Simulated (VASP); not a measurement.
# Ge (Im-3m) in VASP: a series of runs, part 2 of 2

VASP 6.6.1.

## 4. Relaxation of cell and atoms, PBE, target pressure 390 GPa, at which the enthalpy is minimised

This run uses another cell than the first one, of 8.17 Å³/atom, 0.423 times its volume.

Input file INCAR:

```
SYSTEM = Ge
PREC = Accurate ; ENCUT = 600
EDIFF = 1E-6 ; ISMEAR = -1
SIGMA = 0.1 ; LREAL = .False.
LASPH = .True. ; NELM = 100
ALGO = Normal ; ISIF = 3
LWAVE = .False. ; LCHARG = .False.
GGA = PE ; IBRION = 2
NSW = 32 ; EDIFFG = -0.005
PSTRESS = 3900.0
```

Input file KPOINTS:

```
Automatic mesh
0
Gamma
  21 21 21
  0 0 0
```

Input file POSCAR:

```
Ge
1.0
   -1.2686901840      1.2686901840      1.2686901840
    1.2686901840     -1.2686901840      1.2686901840
    1.2686901840      1.2686901840     -1.2686901840
Ge
1
Direct
    0.0000000000      0.0000000000      0.0000000000
```

Potentials or basis: VASP PAW PBE potentials, release 64 (Ge_d).

Command:

```sh
> cat potpaw_PBE.64/Ge_d/POTCAR > POTCAR
> mpirun -np 1 vasp_std > vasp.out
```

OUTCAR:

```text
SYSTEM = Ge
   PREC = Accurate
   ENCUT = 600
   EDIFF = 1E-6
   ISMEAR = -1
   LREAL = .False.
   LASPH = .True.
   NELM = 100
   ISIF = 3
   GGA = PE
   IBRION = 2
   NSW = 32
   EDIFFG = -0.005
   PSTRESS = 3900.0

 ion  position               nearest neighbor table
   1  0.000  0.000  0.000-

  LATTYP: Found a body centered cubic cell.
 ALAT       =     2.5373803680

  Lattice vectors:

 A1 = (  -1.2686901840,   1.2686901840,   1.2686901840)
 A2 = (   1.2686901840,  -1.2686901840,   1.2686901840)
 A3 = (   1.2686901840,   1.2686901840,  -1.2686901840)

Analysis of symmetry for initial positions (statically):
=====================================================================
 Subroutine PRICEL returns:
 Original cell was already a primitive cell.

 Routine SETGRP: Setting up the symmetry group for a
 body centered cubic supercell.

[... 433 lines left out ...]

 E-fermi :  20.3596     XC(G=0): -16.2581

 val. band max:       20.2764450801   @ k =   0.3333   0.1905   0.0476
 cond. band min:      20.3646700319   @ k =  -0.3810  -0.4762   0.0952
 fundamental gap:      0.0882249519
 Fermi energy:        20.3596061907

 k-point     1 :       0.0000    0.0000    0.0000
  band No.  band energies     occupation
      1      -6.4224      2.00000
      2      -6.4224      2.00000
      3      -6.4224      2.00000
      4      -5.6869      2.00000
      5      -5.6869      2.00000
      6      -3.3393      2.00000
      7      41.3577      0.00000
      8      41.3577      0.00000
      9      41.3577      0.00000
     10      42.7968      0.00000
     11      42.7968      0.00000
[... 309 lines left out ...]
 k-point    24 :       0.1905    0.0952    0.0000
  band No.  band energies     occupation
      1      -6.5866      2.00000
      2      -6.4735      2.00000
      3      -5.9001      2.00000
      4      -5.8105      2.00000
      5      -5.6818      2.00000
      6      -0.1213      2.00000
      7      25.4596      0.00000
      8      29.6494      0.00000
      9      33.5350      0.00000
     10      38.7381      0.00000
     11      42.1607      0.00000

 [... further k-points ...]
[... 5 lines left out ...]
  --------------------------------------------------------------------------------------
  -------------------------------------------------------------------------------------
  Total       19.9244244     19.9244244     19.9244244      0.0000000      0.0000000      0.0000000
  in kB     3900.9304237   3900.9304237   3900.9304237      0.0000000      0.0000000      0.0000000
  external PRESSURE =       0.9304237 kB  Pullay stress =    3900.0000000 kB
[... 20 lines left out ...]
  energy  without entropy=        1.9089096564  energy(sigma->0) =        1.90441787

  enthalpy is  TOTEN    =        21.8195982566 eV   P V=       19.9196721767

 reached required accuracy - stopping structural energy minimisation
```

CONTCAR:

```text
Ge
   1.00000000000000
    -1.2694708228610581    1.2694708228610583    1.2694708228610581
     1.2694708228610581   -1.2694708228610583    1.2694708228610581
     1.2694708228610581    1.2694708228610583   -1.2694708228610581
  Ge
     1
Direct
     0.0000000000000000    0.0000000000000000    0.0000000000000000

  0.00000000E+00  0.00000000E+00  0.00000000E+00
```

It took 36 s on 1 thread of Intel Xeon 6975P-C (Granite Rapids), shared host; peak memory 0.15 GiB.

What came out:

```
Free energy                                            : 1.8999 eV
Relaxed volume                                         : 8.18 Å³/atom
Relaxed cell                                           : a = 2.199 Å, b = 2.199 Å, c = 2.199 Å, α = 109.47°, β = 109.47°, γ = 109.47°
Space group after relaxing (to 0.05 Å)                 : Im-3m (No. 229)
Energy change on relaxing (the enthalpy is what falls) : -36.8 meV/atom
Ionic steps                                            : 8
Pressure after relaxing                                : 390.1 GPa
Band gap on the k mesh                                 : zero (band 7 reaches 41.36 eV, above the bottom of band 8 at 14.90 eV)
```

The path:
```
step  energy change (eV)  largest force (eV/Å)  pressure (GPa)  volume (Å³)
   1              0.0000                0.0000          391.65         8.17
   2             -0.2394                0.0000          377.40         8.27
   3             -0.0271                0.0000          390.54         8.18
   4             -0.0358                0.0000          390.25         8.18
   5             -0.0435                0.0000          389.72         8.19
   6             -0.0395                0.0000          389.79         8.18
   7             -0.0379                0.0000          389.87         8.18
   8             -0.0368                0.0000          390.09         8.18
```

Final structure:
```
Ge
1.0
    -1.26947    1.26947    1.26947
     1.26947   -1.26947    1.26947
     1.26947    1.26947   -1.26947
Ge
1
Direct
  0.00000 0.00000 0.00000
```

Levels at points of the mesh, in eV from the Fermi level:
```csv
k point,band 3,band 4,band 5,band 6,band 7,band 8,band 9,band 10,band 11
"(0.00, 0.00, 0.00)",-26.78,-26.05,-26.05,-23.70,21.00,21.00,21.00,22.44,22.44
```

Caveat: the cell is relaxed towards a set pressure, so the enthalpy falls and the energy may rise.

## 5. Single point, PBE (volume scaled by 0.422, to set the pressure)

Input file INCAR:

```
SYSTEM = Ge
PREC = Accurate ; ENCUT = 520
EDIFF = 1E-6 ; ISMEAR = -1
SIGMA = 0.1 ; LREAL = .False.
LASPH = .True. ; NELM = 60
ALGO = Normal ; ISIF = 2
LWAVE = .False. ; LCHARG = .True.
GGA = PE ; LELF = .True.
LVHAR = .True. ; NBANDS = 13
```

Input file KPOINTS:

```
regular mesh
0
Gamma
  21 21 21
  0 0 0
```

Input file POSCAR:

```
Ge
1.0
   -1.2672431360      1.2672431360      1.2672431360
    1.2672431360     -1.2672431360      1.2672431360
    1.2672431360      1.2672431360     -1.2672431360
Ge
1
Direct
    0.0000000000      0.0000000000      0.0000000000
```

Command:

```sh
> cat potpaw_PBE.64/Ge_d/POTCAR > POTCAR
> mpirun -np 1 vasp_std > vasp.out
```

Run time: 16 s. Hardware: 1 thread of Intel Xeon Platinum 8488C (Sapphire Rapids), shared host; peak memory 0.14 GiB.

The run converged. Its results:

```yaml
Free_energy: 2.0057 eV
Pressure: 396.3 GPa
Band_gap_on_the_k_mesh: zero (band 7 reaches 41.50 eV, above the bottom of band 8 at 15.03 eV)
```

Levels at points of the mesh, in eV from the Fermi level:
```csv
k point,band 5,band 6,band 7,band 8,band 9,band 10
"(0.00, 0.00, 0.00)",-26.07,-23.79,21.01,21.01,21.01,22.56
```

Caveat: the cell differs from its parent crystal (volume scaled by 0.422, to set the pressure).

## 6. Overview

| task | cell | cutoff (eV) | gap on the mesh (eV) | pressure (GPa) |
| --- | --- | --- | --- | --- |
| single point | a = 2.926 Å, angles 109.5°, 1 atom | 520 | none | -0.1 |
| relaxation of cell and atoms | relaxed to 390 GPa from a = 2.195 Å, angles 109.5°, 1 atom | 600 | none | 390.0 |
| relaxation of cell and atoms | relaxed to 390 GPa from a = 2.197 Å, angles 109.5°, 1 atom | 600 | none | 390.1 |
| single point | a = 2.195 Å, angles 109.5°, 1 atom | 520 | none | 396.3 |

Alike in all rows: level PBE; potentials or basis VASP PAW PBE potentials, release 64 (Ge_d); no spin polarisation; k mesh 21 × 21 × 21; smearing fermi-dirac 0.1 eV.

Caveats: the cell is relaxed towards a set pressure, so the enthalpy falls and the energy may rise (some runs).

Total energies depend on the potentials used, so only differences within one code and one set of settings carry meaning.
